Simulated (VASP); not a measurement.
# Mg9Zn7O16 (P1) in VASP: settings compared, part 2 of 2

VASP 6.6.1. Earlier steps stand in the parts before.

**3. Single point, PBEsol**

INCAR

```
PREC = Accurate
ENCUT = 520
EDIFF = 1E-6
ISMEAR = -1
SIGMA = 0.05
LREAL = Auto
LASPH = T
NELM = 80
ALGO = Normal
ISIF = 2
LWAVE = F
LCHARG = F
GGA = PS
ISYM = 0
NBANDS = 236
```

KPOINTS

```
Automatic mesh
0
Gamma
  1 1 1
  0.25 0.25 0.25
```

POSCAR

```
Mg9Zn7O16
1.0
    8.4762514658      0.0000000000      0.0000000000
    0.0000000000      8.4762514658      0.0000000000
    0.0000000000      0.0000000000      8.4762514658
O Mg Zn
32 18 14
Direct
    0.2499060000      0.9989850000      0.0003350000
    0.2525280000      0.0021730000      0.5008750000
    0.2522890000      0.4996320000      0.0000920000
    0.2499520000      0.4983830000      0.5001860000
    0.7500910000      0.0018000000      0.0004090000
    0.7478400000      0.0018230000      0.5006970000
    0.7478900000      0.4977890000      0.9996430000
    0.7496620000      0.4981610000      0.5000220000
    0.9999270000      0.2475810000      0.0001510000
    0.9999230000      0.2506530000      0.5001740000
    0.0020680000      0.7509250000      0.0010140000
    0.0003070000      0.7498520000      0.5004740000
    0.4998780000      0.2501800000      0.0002620000
    0.4997820000      0.2474620000      0.5000980000
    0.4974830000      0.7489670000      0.0032230000
    0.5000070000      0.7506850000      0.4988250000
    0.9998700000      0.0018950000      0.2483120000
    0.0000640000      0.0022240000      0.7529110000
    0.9996910000      0.4982360000      0.2497610000
    0.9998340000      0.4984040000      0.7501860000
    0.5002610000      0.9988010000      0.2506650000
    0.5004110000      0.0018960000      0.7506390000
    0.5000450000      0.4993040000      0.2478340000
    0.5001070000      0.4980670000      0.7519860000
    0.2494900000      0.2468270000      0.2504240000
    0.2495450000      0.2470790000      0.7498920000
    0.2521860000      0.7514450000      0.2488470000
    0.2500910000      0.7514810000      0.7524720000
    0.7501450000      0.2467710000      0.2504910000
    0.7501940000      0.2469110000      0.7496960000
    0.7484030000      0.7510590000      0.2507610000
    0.7505040000      0.7511060000      0.7505800000
    0.9997850000      0.9987070000      0.0004510000
    0.5000730000      0.9987710000      0.0004520000
    0.5000960000      0.9986360000      0.5007640000
    0.5004940000      0.5004410000      0.9996800000
    0.2496810000      0.2500780000      0.0002230000
    0.2497260000      0.2507570000      0.5003070000
    0.2492130000      0.7482420000      0.0003490000
    0.7502450000      0.2501690000      0.0001520000
    0.7501400000      0.2506070000      0.5002930000
    0.2494840000      0.9986670000      0.2510700000
    0.2495620000      0.9987140000      0.7498840000
    0.7506740000      0.9984740000      0.2509680000
    0.7505480000      0.9983310000      0.7500120000
    0.9999160000      0.2506830000      0.2504480000
    0.9999230000      0.2507550000      0.7500380000
    0.4999960000      0.2499490000      0.2505140000
    0.5000470000      0.2502380000      0.7499450000
    0.5003060000      0.7480840000      0.2514150000
    0.0000250000      0.0005270000      0.5005590000
    0.9997770000      0.4994510000      0.0001010000
    0.9999180000      0.5003360000      0.5001040000
    0.4999830000      0.4993570000      0.5003610000
    0.2500820000      0.7497480000      0.5004050000
    0.7498010000      0.7498090000      0.0007460000
    0.7501630000      0.7495860000      0.5005310000
    0.2501470000      0.4993630000      0.2500100000
    0.2500610000      0.4994260000      0.7502350000
    0.7498950000      0.4991800000      0.2500290000
    0.7500010000      0.4994300000      0.7500830000
    0.0002260000      0.7496680000      0.2505840000
    0.0001600000      0.7497720000      0.7505160000
    0.4999110000      0.7498940000      0.7508260000
```

Potentials or basis: VASP PAW PBE potentials, release 64 (O, Mg, Zn).

On the command line:

```console
cat potpaw_PBE.64/O/POTCAR potpaw_PBE.64/Mg/POTCAR potpaw_PBE.64/Zn/POTCAR > POTCAR
mpirun -np 1 vasp_std > vasp.out
```

OUTCAR:

```text
PREC = Accurate
   ENCUT = 520
   EDIFF = 1E-6
   ISMEAR = -1
   LREAL = Auto
   LASPH = T
   NELM = 80
   ISIF = 2
   GGA = PS
   ISYM = 0

 ion  position               nearest neighbor table
   1  0.250  0.999  0.000-  33 2.12  34 2.12  43 2.12  42 2.13  39 2.13  37 2.13
   2  0.253  0.002  0.501-  35 2.10  38 2.11  43 2.11  42 2.12  55 2.14  51 2.14
   3  0.252  0.500  0.000-  36 2.10  39 2.11  37 2.12  59 2.12  58 2.12  52 2.14
   4  0.250  0.498  0.500-  38 2.10  54 2.12  53 2.12  59 2.12  58 2.12  55 2.13
   5  0.750  0.002  0.000-  40 2.11  33 2.12  34 2.12  45 2.12  44 2.12  56 2.14
   6  0.748  0.002  0.501-  35 2.10  41 2.11  45 2.11  44 2.12  51 2.14  57 2.14
[... 76 lines left out ...]
  58  0.250  0.499  0.250-  23 2.12   3 2.12   4 2.12  19 2.12  27 2.14  25 2.14  39 2.99  50 2.99
                            38 2.99  46 2.99  37 2.99  48 2.99  54 3.00  62 3.00  52 3.00  53 3.00
  59  0.250  0.499  0.750-   3 2.12   4 2.12  24 2.12  20 2.12  28 2.14  26 2.14  38 2.99  47 2.99
                            39 2.99  49 2.99  37 2.99  54 3.00  36 3.00  52 3.00  55 3.00  63 3.00
  60  0.750  0.499  0.250-  19 2.12  23 2.12   8 2.12   7 2.12  31 2.14  29 2.14  50 2.99  46 2.99
                            41 2.99  40 2.99  48 2.99  36 3.00  52 3.00  56 3.00  53 3.00  54 3.00
  61  0.750  0.499  0.750-   7 2.12  20 2.12  24 2.12   8 2.12  32 2.13  30 2.14  47 2.99  41 2.99
                            36 2.99  49 2.99  40 2.99  57 3.00  54 3.00  52 3.00  53 3.00  63 3.00
  62  0.000  0.750  0.251-  11 2.12  12 2.12  19 2.13  31 2.13  27 2.14  17 2.14  42 2.99  44 2.99
                            53 2.99  33 2.99  39 2.99  55 2.99  57 3.00  58 3.00  56 3.00  52 3.00
  63  0.000  0.750  0.751-  32 2.12  28 2.12  12 2.12  11 2.12  20 2.13  18 2.14  45 2.99  43 2.99
                            33 2.99  39 2.99  53 3.00  52 3.00  57 3.00  55 3.00  59 3.00  61 3.00
  64  0.500  0.750  0.751-  28 2.12  32 2.12  24 2.13  16 2.14  22 2.14  15 2.14  36 2.99  34 2.99
                            35 2.99  45 2.99  43 2.99  56 3.00  39 3.00  55 3.00  59 3.00  57 3.00

IMPORTANT INFORMATION: All symmetrisations will be switched off!
NOSYMM: (Re-)initialisation of all symmetry stuff for point group C_1.

----------------------------------------------------------------------------------------

                                     Primitive cell

  volume of cell :     608.9919

  direct lattice vectors                    reciprocal lattice vectors
     8.476251466  0.000000000  0.000000000     0.117976679  0.000000000  0.000000000
     0.000000000  8.476251466  0.000000000     0.000000000  0.117976679  0.000000000
     0.000000000  0.000000000  8.476251466     0.000000000  0.000000000  0.117976679

  length of vectors
     8.476251466  8.476251466  8.476251466     0.117976679  0.117976679  0.117976679

  position of ions in fractional coordinates (direct lattice)
     0.249906000  0.998985000  0.000335000
     0.252528000  0.002173000  0.500875000
     0.252289000  0.499632000  0.000092000
     0.249952000  0.498383000  0.500186000
     0.750091000  0.001800000  0.000409000
     0.747840000  0.001823000  0.500697000
[... 56 lines left out ...]
     0.000160000  0.749772000  0.750516000
     0.499911000  0.749894000  0.750826000

  ion indices of the primitive-cell ions
   primitive index   ion index
                 1           1
                 2           2
                 3           3
                 4           4
                 5           5
                 6           6
[... 56 lines left out ...]
                63          63
                64          64

----------------------------------------------------------------------------------------

 KPOINTS: Automatic mesh

Automatic generation of k-mesh.
 Grid dimensions read from file:
 generate k-points for:    1    1    1

[... 27 lines left out ...]
   dimension x,y,z NGX =    64 NGY =   64 NGZ =   64
   dimension x,y,z NGXF=   128 NGYF=  128 NGZF=  128
   ions per type =              32  18  14
   NGX,Y,Z   is equivalent  to a cutoff of  12.55, 12.55, 12.55 a.u.
   NGXF,Y,Z  is equivalent  to a cutoff of  25.10, 25.10, 25.10 a.u.
 SYSTEM =  unknown system
   PREC   = accura    normal or accurate (medium, high low for compatibility)
   ISTART =      0    job   : 0-new  1-cont  2-samecut
   ICHARG =      2    charge: 1-file 2-atom 10-const
   ISPIN  =      1    spin polarized calculation?
   LNONCOLLINEAR =      F non collinear calculations
   LSORBIT =      F    spin-orbit coupling
   LASPH  =      T    aspherical Exc in radial PAW
   ENCUT  =  520.0 eV  38.22 Ry    6.18 a.u.  15.76 15.76 15.76*2*pi/ulx,y,z
   NELM   =     80;   NELMIN=  2; NELMDL= -5     # of ELM steps
   EDIFF  = 0.1E-05   stopping-criterion for ELM
   LREAL  =      T    real-space projection
   EDIFFG = 0.1E-04   stopping-criterion for IOM
   NSW    =      0    number of steps for IOM
   IBRION =     -1    ionic relax: 0-MD 1-quasi-New 2-CG
   NFREE  =      0    steps in history (QN), initial steepest desc. (CG)
   ISIF   =      2    stress and relaxation
   ISYM   =      0    0-nonsym 1-usesym 2-fastsym
   POTIM  = 0.5000    time-step for ionic-motion
   TEBEG  =    0.0;   TEEND  =   0.0 temperature during run
   PSTRESS=    0.0 pullay stress
   NELECT =     396.0000    total number of electrons
   NUPDOWN=      -1.0000    fix difference up-down
   EMIN   =  10.00;   EMAX   =-10.00  energy-range for DOS
   EFERMI =   0.00;   METHOD = LEGACY
   ISMEAR =    -1;   SIGMA  =   0.05  broadening in eV -4-tet -1-fermi 0-gaus
   EFERMI_NEDOS =   21; number of points for ismear=-14 and -15
   IALGO  =     38    algorithm
   IMIX   =      4    mixing-type and parameters
     AMIX     =   0.40;   BMIX     =  1.00
     AMIX_MAG =   1.60;   BMIX_MAG =  1.00
  volume/ion in A,a.u.               =       9.52        64.21
  Fermi-wavevector in a.u.,A,eV,Ry     =   1.418304  2.680206 27.369301  2.011587
  Thomas-Fermi vector in A             =   2.539444
   LORBIT       =      0    0 simple, 1 ext, 2 COOP (PROOUT), +10 PAW based schemes
   GGA     = PS    functional components
   LHFCALC =     F    Hartree Fock is set to
   AEXX    =    0.0000 exact exchange contribution
   IVDW    =     0    specifies the selected vdW correction
   LEPSILON=     F    determine dielectric tensor
   LRPA    =     F    only Hartree local field effects (RPA)
 non-spin polarized calculation
  energy-cutoff  :      520.00
  volume of cell :      608.99
 maximum number of plane-waves:     16380
   NGX = 31   NGY = 31   NGZ = 31

 number of electron     396.0000340 magnetization

 Free energy of the ion-electron system (eV)
  ---------------------------------------------------
  ext. energy  EPLUGINS =         0.00000000
  ---------------------------------------------------
  free energy    TOTEN  =      -358.26180976 eV

  energy without entropy =     -358.26180976  energy(sigma->0) =     -358.26180976

 E-fermi :   4.4220     XC(G=0): -11.8733

 val. band max:        3.1395164835   @ k =   0.2500   0.2500   0.2500
 cond. band min:       6.5060390072   @ k =   0.2500  -0.2500   0.2500
 fundamental gap:      3.3665225236
 Fermi energy:         4.4219896684

 k-point     1 :       0.2500    0.2500    0.2500
  band No.  band energies     occupation
      1     -14.8760      2.00000
      2     -14.4783      2.00000
      3     -14.4454      2.00000
      4     -14.3744      2.00000
      5     -14.1262      2.00000
      6     -14.0644      2.00000
[... 841 lines left out ...]
    209       9.7318      0.00000
    210       9.8166      0.00000
 [bands above 210 left out]

------------------------ aborting loop because EDIFF is reached ----------------------------------------

  FORCE on cell =-STRESS in cart. coord.  units (eV):
  Direction    XX          YY          ZZ          XY          YZ          ZX
  --------------------------------------------------------------------------------------
  -------------------------------------------------------------------------------------
  Total        1.0608754      0.3491272      1.0378674     -0.1322789      0.2406669      0.1303678
  in kB        2.7910232      0.9185076      2.7304922     -0.3480084      0.6331628      0.3429805
  external PRESSURE =       2.1466743 kB  Pullay stress =       0.0000000 kB

 VOLUME and BASIS-vectors are now :
 -----------------------------------------------------------------------------
  energy-cutoff  :      520.00
  volume of cell :      608.99
      direct lattice vectors                 reciprocal lattice vectors
     8.476251466  0.000000000  0.000000000     0.117976679  0.000000000  0.000000000
     0.000000000  8.476251466  0.000000000     0.000000000  0.117976679  0.000000000
     0.000000000  0.000000000  8.476251466     0.000000000  0.000000000  0.117976679

 POSITION                                       TOTAL-FORCE (eV/Angst)
 -----------------------------------------------------------------------------------
      2.11827      8.46765      0.00284         0.000426     -0.002563     -0.004891
      2.14049      0.01842      4.24554         0.031230      0.031211     -0.013611
      2.13847      4.23501      0.00078         0.042115     -0.010614     -0.005390
      2.11866      4.22442      4.23970         0.010657     -0.046467      0.006908
      6.35796      0.01526      0.00347        -0.006736      0.043162     -0.007639
      6.33888      0.01545      4.24403        -0.051156      0.050388     -0.001284
[... 56 lines left out ...]
      0.00136      6.35526      6.36156         0.003229      0.009367      0.003269
      4.23737      6.35629      6.36419         0.001537      0.007562      0.002868
 -----------------------------------------------------------------------------------
    total drift:                               -0.006541      0.034704     -0.036095

  FREE ENERGIE OF THE ION-ELECTRON SYSTEM (eV)
  ---------------------------------------------------
  free  energy   TOTEN  =      -358.2618097648 eV

  energy  without entropy=     -358.2618097648  energy(sigma->0) =     -358.26180976
```

It took 28 min on 1 thread of AMD EPYC 7R13 (Zen 3), shared host; peak memory 0.76 GiB.

Results:

```
Free energy            : -358.2618 eV
Pressure               : 0.2 GPa
Largest force          : 0.090 eV/Å
Band gap on the k mesh : 3.37 eV, direct
```

Forces in eV/Å, atoms in the order of the input:
```
O    0.000 -0.003 -0.005
O    0.031  0.031 -0.014
O    0.042 -0.011 -0.005
O    0.011 -0.046  0.007
O   -0.007  0.043 -0.008
O   -0.051  0.050 -0.001
O   -0.034 -0.035  0.024
O    0.011 -0.039  0.019
O    0.007 -0.043  0.011
O    0.003 -0.003  0.002
O    0.033  0.035 -0.025
O   -0.003  0.001 -0.008
O    0.001 -0.003  0.003
O    0.010 -0.040  0.007
O   -0.056 -0.004  0.049
O   -0.001  0.050 -0.051
O    0.000  0.051 -0.052
O   -0.017  0.029  0.031
O    0.010 -0.041  0.015
O    0.008 -0.048  0.013
O    0.002 -0.001 -0.002
O   -0.012  0.038 -0.005
O    0.014  0.007 -0.035
O    0.001 -0.050  0.055
O    0.010 -0.038  0.013
O    0.006 -0.043  0.009
O    0.042  0.043 -0.068
O   -0.022  0.035  0.028
O    0.012 -0.037  0.014
O    0.014 -0.040  0.009
O   -0.053  0.050 -0.002
O   -0.017  0.044 -0.009
Mg   0.003  0.004 -0.001
Mg  -0.001  0.003  0.002
Mg   0.002  0.002 -0.002
Mg  -0.003 -0.004  0.002
Mg   0.001 -0.002 -0.001
Mg   0.001 -0.005 -0.004
Mg   0.005  0.004  0.003
Mg  -0.002 -0.004 -0.001
Mg  -0.001 -0.006 -0.003
Mg   0.001  0.003  0.000
Mg   0.003  0.003  0.003
Mg  -0.002  0.003  0.001
Mg   0.002  0.006  0.001
Mg  -0.001 -0.006 -0.002
Mg  -0.002 -0.005  0.000
Mg  -0.002 -0.003 -0.002
Mg  -0.001 -0.003  0.001
Mg   0.000  0.001 -0.003
Zn   0.001  0.005 -0.001
Zn   0.004 -0.003  0.000
Zn   0.000 -0.011  0.000
Zn  -0.003 -0.005 -0.004
Zn   0.004  0.010 -0.001
Zn  -0.003  0.006  0.000
Zn  -0.004  0.010 -0.003
Zn   0.003 -0.001 -0.004
Zn   0.001 -0.004  0.003
Zn  -0.003 -0.004 -0.005
Zn  -0.002 -0.006  0.001
Zn   0.003  0.008 -0.005
Zn   0.003  0.009  0.003
Zn   0.002  0.008  0.003
```

Caveat: the k points lie up to 0.74 Å⁻¹ apart; the PAW data sets were made with another functional, which shifts forces and pressure a little. A k mesh can miss the band edges.
